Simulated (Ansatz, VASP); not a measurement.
**Au: VASP beside Ansatz**

INCAR

```
ALGO     = Normal         # electronic algorithm
EDIFF    = 1E-6           # SCF threshold, eV
ENCUT    = 500            # plane-wave cutoff, eV
GGA      = PS             # functional
GGA_COMPAT= F            
ISIF     = 2              # what is computed and relaxed
ISMEAR   = 0              # smearing method
LASPH    = T              # aspherical terms in the spheres
LCHARG   = F              # write CHGCAR
LREAL    = F              # projectors in reciprocal space
LWAVE    = F              # write WAVECAR
NBANDS   = 18             # bands
NELM     = 120            # most SCF steps
PREC     = Accurate       # precision mode
SIGMA    = 0.1            # smearing width, eV
```

KPOINTS

```
k-points
0
Gamma
  6 6 4
```

Contents of POSCAR:

```
Au
1.0
    1.3765904572     -2.5578416875     -0.0364534167
    1.4185444578      2.5810074350      0.0013541817
   -0.0608464880      0.0361901094      4.9685663764
Au
2
Direct
    0.6464970626      0.3230456515      0.2532787502
    0.3022856735      0.6592323313      0.7401851646
```

Input for Ansatz:

```yaml
crystal:
  lattice:
    - [1.3765904572, -2.5578416875, -0.0364534167]
    - [1.4185444578, 2.581007435, 0.0013541817]
    - [-0.060846488, 0.0361901094, 4.9685663764]
  atoms:
    - { symbol: Au, position: [0.6464970626, 0.3230456515, 0.2532787502] }
    - { symbol: Au, position: [0.3022856735, 0.6592323313, 0.7401851646] }
basis:
  ecutwfc: 420
kpoints:
  mp_grid: { grid: [6, 6, 4] }
hamiltonian:
  xc: pbesol
scf:
  occupations: { method: gaussian, width: 0.1 }
output:
  forces: true
  stress: true
  eigenvalues: true
```

Change from the starting cell: kmesh displaced: [6, 6, 4] Gamma-centred.

Alike in both runs: task single point; functional PBEsol; k mesh 6 × 6 × 4; occupations gaussian, width 0.1 eV; no spin polarisation.

|  | VASP | Ansatz |
| --- | --- | --- |
| version | VASP 6.6.1 | Ansatz 0.2.0 |
| potentials or method | VASP PAW PBE potentials, release 64 (Au), cutoff 500 eV | scalar-relativistic, plane waves, PAW |
| valence electrons in the cell | 22 | 38 |

```tsv
	VASP	Ansatz	Ansatz less VASP
gap on the k mesh at the Fermi level (eV)	none	none	-
pressure (GPa)	-5.7	-5.4	+0.22
traceless stress, the component that is largest in VASP (GPa)	3.83	3.88	+0.047
rms of the force components (eV/Å)	0.203	0.204	+0.0009
```

VASP's potentials were made for PBE, not for PBEsol. Atom by atom the forces differ by 0.002 eV/Å (rms over components). A gap of «none» marks a metal or a gap that the smearing closes. VASP's potentials hold 22 valence electrons a cell and Ansatz's 38, so a difference there can come from the potentials and not from the codes.

The k mesh is coarse, so the values compare programs but aren't converged. Neither program's run includes spin-orbit coupling.
